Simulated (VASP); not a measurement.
# Cd (R-3m) in VASP: single point with LDA

Aim: the single point of Cd with LDA.

Program: VASP 6.6.1. These are calculated values, not measurements. Logs are shortened: lines on timing, memory, paths and dates and some standing lists are left out, and cuts for length are marked.

**1. The cell of the first run**

The structure is trigonal, space group R-3m (No. 166). The conventional cell has a = 3.105 Å, b = 3.105 Å, c = 7.094 Å, α = 90.00°, β = 90.00°, γ = 120.00°. Cd (site symmetry -3m) has 12 Cd at 2.97 to 3.11 Å within 3.9 Å.

**2. Single point, LDA**

INCAR reads:

```
SYSTEM = Cd
PREC     = Accurate       ! precision mode
ENCUT    = 520            ! plane-wave cutoff, eV
EDIFF    = 1E-6           ! SCF threshold, eV
ISMEAR   = 0              ! smearing method
SIGMA    = 0.05           ! smearing width, eV
LREAL    = .False.        ! projectors in reciprocal space
LASPH    = .True.         ! aspherical terms in the spheres
NELM     = 80             ! most SCF steps
ALGO     = Normal         ! electronic algorithm
ISIF     = 2              ! what is computed and relaxed
LWAVE    = .False.        ! write WAVECAR
LCHARG   = .True.         ! write CHGCAR
GGA      = CA             ! functional
LELF     = .True.         ! ELF
LVHAR    = .True.       
NBANDS   = 12             ! bands
```

KPOINTS reads:

```
Automatic mesh
0
Gamma
  15 15 15
  0 0 0
```

POSCAR reads:

```
Cd
1.0
    1.5525350759      0.8963565440      2.3647609942
   -1.5525350759      0.8963565440      2.3647609942
    0.0000000000     -1.7927130880      2.3647609942
Cd
1
Direct
    0.0000000000      0.0000000000      0.0000000000
```

Potentials or basis: VASP PAW LDA potentials, release 64 (Cd).

Launch:

```sh
cat potpaw_LDA.64/Cd/POTCAR > POTCAR
mpirun -np 1 vasp_std > vasp.out
```

OUTCAR:

```text
SYSTEM = Cd
   PREC = Accurate
   ENCUT = 520
   EDIFF = 1E-6
   ISMEAR = 0
   LREAL = .False.
   LASPH = .True.
   NELM = 80
   ISIF = 2
   GGA = CA

 ion  position               nearest neighbor table
   1  0.000  0.000  0.000-

  LATTYP: Found a trigonal (rhomboedric) cell.
 ALAT       =     2.9674761626
 COS(alpha) =     0.4525576903

  Lattice vectors:

 A1 = (   1.5525350759,   0.8963565440,   2.3647609942)
 A2 = (  -1.5525350759,   0.8963565440,   2.3647609942)
 A3 = (   0.0000000000,  -1.7927130880,   2.3647609942)

Analysis of symmetry for initial positions (statically):
=====================================================================
 Subroutine PRICEL returns:
 Original cell was already a primitive cell.

 Routine SETGRP: Setting up the symmetry group for a
 trigonal (rhombohedral) supercell.

 Subroutine GETGRP returns: Found 12 space group operations
 (whereof 12 operations were pure point group operations)
 out of a pool of 12 trial point group operations.

The static configuration has the point symmetry D_3d.

Analysis of symmetry for dynamics (positions and initial velocities):
=====================================================================
 Subroutine PRICEL returns:
 Original cell was already a primitive cell.

 Routine SETGRP: Setting up the symmetry group for a
 trigonal (rhombohedral) supercell.

 Subroutine GETGRP returns: Found 12 space group operations
 (whereof 12 operations were pure point group operations)
 out of a pool of 12 trial point group operations.

The dynamic configuration has the point symmetry D_3d.

 Subroutine INISYM returns: Found 12 space group operations
 (whereof 12 operations are pure point group operations),
 and found     1 'primitive' translations

----------------------------------------------------------------------------------------

                                     Primitive cell

  volume of cell :      19.7452

  direct lattice vectors                    reciprocal lattice vectors
     1.552535076  0.896356544  2.364760994     0.322053915  0.185937915  0.140958572
    -1.552535076  0.896356544  2.364760994    -0.322053915  0.185937915  0.140958572
     0.000000000 -1.792713088  2.364760994     0.000000000 -0.371875830  0.140958572

  length of vectors
     2.967476163  2.967476163  2.967476163     0.397694546  0.397694546  0.397694546

  position of ions in fractional coordinates (direct lattice)
     0.000000000  0.000000000  0.000000000

  ion indices of the primitive-cell ions
   primitive index   ion index
                 1           1

----------------------------------------------------------------------------------------

 KPOINTS: Automatic mesh

Automatic generation of k-mesh.
 Grid dimensions read from file:
 generate k-points for:   15   15   15

 Generating k-lattice:

  Cartesian coordinates                     Fractional coordinates (reciprocal lattice)
     0.021470261  0.012395861  0.009397238     0.066666667  0.000000000  0.000000000
    -0.021470261  0.012395861  0.009397238     0.000000000  0.066666667  0.000000000
     0.000000000 -0.024791722  0.009397238     0.000000000  0.000000000  0.066666667

  Length of vectors
     0.026512970  0.026512970  0.026512970

  Shift w.r.t. Gamma in fractional coordinates (k-lattice)
     0.000000000  0.000000000  0.000000000

 Subroutine IBZKPT returns following result:
 ===========================================

 Found    344 irreducible k-points:

 Following reciprocal coordinates:
            Coordinates               Weight
  0.000000  0.000000  0.000000      1.000000
  0.066667  0.000000 -0.000000      6.000000
  0.133333  0.000000 -0.000000      6.000000
  0.200000  0.000000 -0.000000      6.000000
  0.266667  0.000000 -0.000000      6.000000
  0.333333 -0.000000 -0.000000      6.000000
[... 16 lines left out ...]
  0.133333  0.133333 -0.000000      6.000000
  0.200000  0.133333 -0.000000     12.000000
 [... further k-points ...]
   k-points           NKPTS =    344   k-points in BZ     NKDIM =    344   number of bands    NBANDS=     12
   number of dos      NEDOS =    301   number of ions     NIONS =      1
   total plane-waves  NPLWV =  13824
   dimension x,y,z NGX =    24 NGY =   24 NGZ =   24
   dimension x,y,z NGXF=    48 NGYF=   48 NGZF=   48
   ions per type =               1
   NGX,Y,Z   is equivalent  to a cutoff of  13.45, 13.45, 13.45 a.u.
   NGXF,Y,Z  is equivalent  to a cutoff of  26.89, 26.89, 26.89 a.u.
 SYSTEM =  Cd
   PREC   = accura    normal or accurate (medium, high low for compatibility)
   ISTART =      0    job   : 0-new  1-cont  2-samecut
   ICHARG =      2    charge: 1-file 2-atom 10-const
   ISPIN  =      1    spin polarized calculation?
   LNONCOLLINEAR =      F non collinear calculations
   LSORBIT =      F    spin-orbit coupling
   LASPH  =      T    aspherical Exc in radial PAW
   ENCUT  =  520.0 eV  38.22 Ry    6.18 a.u.   5.52  5.52  5.52*2*pi/ulx,y,z
   NELM   =     80;   NELMIN=  2; NELMDL= -5     # of ELM steps
   EDIFF  = 0.1E-05   stopping-criterion for ELM
   LREAL  =      F    real-space projection
   EDIFFG = 0.1E-04   stopping-criterion for IOM
   NSW    =      0    number of steps for IOM
   IBRION =     -1    ionic relax: 0-MD 1-quasi-New 2-CG
   NFREE  =      0    steps in history (QN), initial steepest desc. (CG)
   ISIF   =      2    stress and relaxation
   ISYM   =      2    0-nonsym 1-usesym 2-fastsym
   POTIM  = 0.5000    time-step for ionic-motion
   TEBEG  =    0.0;   TEEND  =   0.0 temperature during run
   PSTRESS=    0.0 pullay stress
   NELECT =      12.0000    total number of electrons
   NUPDOWN=      -1.0000    fix difference up-down
   EMIN   =  10.00;   EMAX   =-10.00  energy-range for DOS
   EFERMI =   0.00;   METHOD = LEGACY
   ISMEAR =     0;   SIGMA  =   0.05  broadening in eV -4-tet -1-fermi 0-gaus
   EFERMI_NEDOS =   21; number of points for ismear=-14 and -15
   IALGO  =     38    algorithm
   IMIX   =      4    mixing-type and parameters
     AMIX     =   0.40;   BMIX     =  1.00
     AMIX_MAG =   1.60;   BMIX_MAG =  1.00
  volume/ion in A,a.u.               =      19.75       133.25
  Fermi-wavevector in a.u.,A,eV,Ry     =   1.386697  2.620478 26.163043  1.922929
  Thomas-Fermi vector in A             =   2.510989
   LORBIT       =      0    0 simple, 1 ext, 2 COOP (PROOUT), +10 PAW based schemes
   GGA     = CA    functional components
   LHFCALC =     F    Hartree Fock is set to
   AEXX    =    0.0000 exact exchange contribution
   IVDW    =     0    specifies the selected vdW correction
   LEPSILON=     F    determine dielectric tensor
   LRPA    =     F    only Hartree local field effects (RPA)
 non-spin polarized calculation
 Gauss-broadening in eV      SIGMA  =   0.05
  energy-cutoff  :      520.00
  volume of cell :       19.75
 maximum number of plane-waves:       544
 NGX is ok and might be reduce to    24
   NGX = 11   NGY = 11   NGZ = 11

 number of electron      12.0000000 magnetization

 Free energy of the ion-electron system (eV)
  ---------------------------------------------------
  ext. energy  EPLUGINS =         0.00000000
  ---------------------------------------------------
  free energy    TOTEN  =        -1.50235346 eV

  energy without entropy =       -1.50193678  energy(sigma->0) =       -1.50214512

 E-fermi :   3.3735     XC(G=0): -11.8623

 val. band max:        3.3388657504   @ k =  -0.4000   0.2000   0.0000
 cond. band min:       3.3890864146   @ k =  -0.3333   0.2667   0.2000
 fundamental gap:      0.0502206642
 Fermi energy:         3.3734680692

 k-point     1 :       0.0000    0.0000    0.0000
  band No.  band energies     occupation
      1      -6.2545      2.00000
      2      -6.1360      2.00000
      3      -6.1360      2.00000
      4      -5.8237      2.00000
      5      -5.4226      2.00000
      6      -5.4226      2.00000
      7      17.3399      0.00000
      8      18.4227      0.00000
      9      18.4227      0.00000
     10      21.3758      0.00000
     11      22.2604      0.00000
     12      22.2604      0.00000

 k-point     2 :       0.0667    0.0000   -0.0000
  band No.  band energies     occupation
      1      -6.1929      2.00000
      2      -6.1219      2.00000
      3      -6.0909      2.00000
      4      -5.7965      2.00000
      5      -5.4266      2.00000
      6      -5.4263      2.00000
      7      16.5701      0.00000
      8      17.7487      0.00000
      9      18.3181      0.00000
     10      21.0821      0.00000
     11      22.4894      0.00000
     12      22.7733      0.00000

 k-point     3 :       0.1333    0.0000   -0.0000
  band No.  band energies     occupation
      1      -6.2388      2.00000
      2      -6.0900      2.00000
      3      -5.8355      2.00000
      4      -5.6179      2.00000
      5      -5.4279      2.00000
      6      -5.4235      2.00000
      7      14.1583      0.00000
      8      17.6435      0.00000
      9      18.0601      0.00000
     10      20.6075      0.00000
     11      22.7077      0.00000
     12      23.0278      0.00000
[... 286 lines left out ...]
 k-point    23 :       0.1333    0.1333   -0.0000
  band No.  band energies     occupation
      1      -6.2144      2.00000
      2      -5.9528      2.00000
      3      -5.8055      2.00000
      4      -5.7638      2.00000
      5      -5.3594      2.00000
      6      -5.3296      2.00000
      7      15.7694      0.00000
      8      16.3536      0.00000
      9      16.6840      0.00000
     10      18.9134      0.00000
     11      21.0737      0.00000
     12      24.3676      0.00000

 k-point    24 :       0.2000    0.1333   -0.0000
  band No.  band energies     occupation
      1      -6.2763      2.00000
      2      -5.9118      2.00000
      3      -5.8020      2.00000
      4      -5.6815      2.00000
      5      -5.3202      2.00000
      6      -4.9052      2.00000
      7      13.4876      0.00000
      8      15.9166      0.00000
      9      17.5095      0.00000
     10      18.3340      0.00000
     11      19.3904      0.00000
     12      24.4428      0.00000

 [... further k-points ...]

------------------------ aborting loop because EDIFF is reached ----------------------------------------

  FORCE on cell =-STRESS in cart. coord.  units (eV):
  Direction    XX          YY          ZZ          XY          YZ          ZX
  --------------------------------------------------------------------------------------
  -------------------------------------------------------------------------------------
  Total        0.1932176      0.1932176      0.1953330      0.0000000     -0.0000000     -0.0000000
  in kB       15.6782117     15.6782117     15.8498627      0.0000000     -0.0000000     -0.0000000
  external PRESSURE =      15.7354287 kB  Pullay stress =       0.0000000 kB

 VOLUME and BASIS-vectors are now :
 -----------------------------------------------------------------------------
  energy-cutoff  :      520.00
  volume of cell :       19.75
      direct lattice vectors                 reciprocal lattice vectors
     1.552535076  0.896356544  2.364760994     0.322053915  0.185937915  0.140958572
    -1.552535076  0.896356544  2.364760994    -0.322053915  0.185937915  0.140958572
     0.000000000 -1.792713088  2.364760994     0.000000000 -0.371875830  0.140958572

 POSITION                                       TOTAL-FORCE (eV/Angst)
 -----------------------------------------------------------------------------------
      0.00000      0.00000      0.00000        -0.000000      0.000000      0.000000
 -----------------------------------------------------------------------------------
    total drift:                                0.000000     -0.000000     -0.000000

  FREE ENERGIE OF THE ION-ELECTRON SYSTEM (eV)
  ---------------------------------------------------
  free  energy   TOTEN  =        -1.5023534580 eV

  energy  without entropy=       -1.5019367785  energy(sigma->0) =       -1.50214512
```

It took 61 s on 1 thread of Intel Xeon 8259CL, shared host; peak memory 0.19 GiB.

What came out:

* Free energy: -1.5024 eV
* Pressure: 1.6 GPa
* Band gap on the k mesh: zero (bands 6 and 7 overlap by 2.91 eV)

Levels at points of the mesh, in eV from the Fermi level:
```tsv
k point	band 3	band 4	band 5	band 6	band 7	band 8	band 9	band 10
(0.00, 0.00, 0.00)	-9.51	-9.20	-8.80	-8.80	13.97	15.05	15.05	18.00
```

The gap in the log of VASP goes by the Fermi energy; the results here count the filled bands.